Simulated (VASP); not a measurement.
Set up this calculation in VASP 6.6.1, as the native input.

| Quantity | Value |
| --- | --- |
| Task | single point |
| Functional | PBE |
| Potentials or basis | VASP PAW PBE potentials, release 64 (Ba_sv, O, Al, Na_sv) |
| Cutoff | 970 eV |
| k mesh | 1 × 1 × 1 |
| Occupations | fermi-dirac, width 0.1172 eV |
| Spin | no spin polarisation |
| Dipole correction | no |
| Mended | yes |
| Further INCAR settings | LREAL = Auto; ALGO = Normal; EDIFF = 1e-06; NBANDS = 92; ISYM = 0 |

The structure of Ba5Na4Al2O10 lies in POSCAR:

```
Ba5Na4Al2O10
1.0
    6.9327090000     -0.0765500000      0.0671430000
   -0.0765500000      7.2143380000     -0.0554530000
    0.0671430000     -0.0554530000      6.7389310000
Ba O Al Na
5 10 2 4
Direct
    0.7401424780      0.9252287396      0.1650036664
    0.3867033364      0.6656660584      0.8566497799
    0.9226152180      0.6928759011      0.8203658553
    0.4559839716      0.1197803406      0.6287178259
    0.9506603565      0.1459484708      0.6427884619
    0.1694331427      0.1020815784      0.3523326593
    0.6147085677      0.3771202052      0.8420227287
    0.0043004390      0.4675136874      0.4671444614
    0.4408273917      0.5407591037      0.3572685699
    0.2409786464      0.7756826366      0.5680811838
    0.6964136449      0.8508006932      0.6854869340
    0.6941176663      0.1832049894      0.3262223821
    0.4442470394     -0.0216454745      0.0284406554
    0.0849720511      0.7064760723      0.1731117204
    1.0556836920      0.0405994471      0.9713008771
    0.2048912930     -0.0231346967      0.1412556525
    0.2093813021      0.6014020029      0.3784860027
    0.7094698367      0.4870108808      0.1950875118
   -0.0312516412      0.2781422744      0.1753321339
    0.4005927460      0.2804355118      0.1784609446
    0.6580862177      0.5630907953      0.5431594701
```

These files were run (other wordings do the same):

INCAR

```
ALGO = Normal
EDIFF = 1E-6
ENCUT = 970
GGA = PE
GGA_COMPAT = F
ISIF = 2
ISMEAR = -1
ISYM = 0
LASPH = T
LCHARG = T
LELF = T
LREAL = Auto
LVHAR = T
LWAVE = F
NBANDS = 92
NELM = 120
PREC = Accurate
SIGMA = 0.1172
```

KPOINTS

```
k-points
0
Gamma
  1 1 1
```

Potentials or basis: VASP PAW PBE potentials, release 64 (Ba_sv, O, Al, Na_sv).

The run is started by

```console
$ cat potpaw_PBE.64/Ba_sv/POTCAR potpaw_PBE.64/O/POTCAR potpaw_PBE.64/Al/POTCAR potpaw_PBE.64/Na_sv/POTCAR > POTCAR
$ mpirun -np 1 vasp_gam > vasp.out
```

Results of the run:

```yaml
Pressure: 11.8 GPa
Largest_force: 4.258 eV/Å
```

Caveat: the k points lie up to 0.93 Å⁻¹ apart; the atoms stand as in a frame of molecular dynamics.

It took 3.8 min on 1 thread of Intel(R) Xeon(R) Platinum 8488C (Sapphire Rapids), with other jobs on the host, peak memory 0.76 GiB.
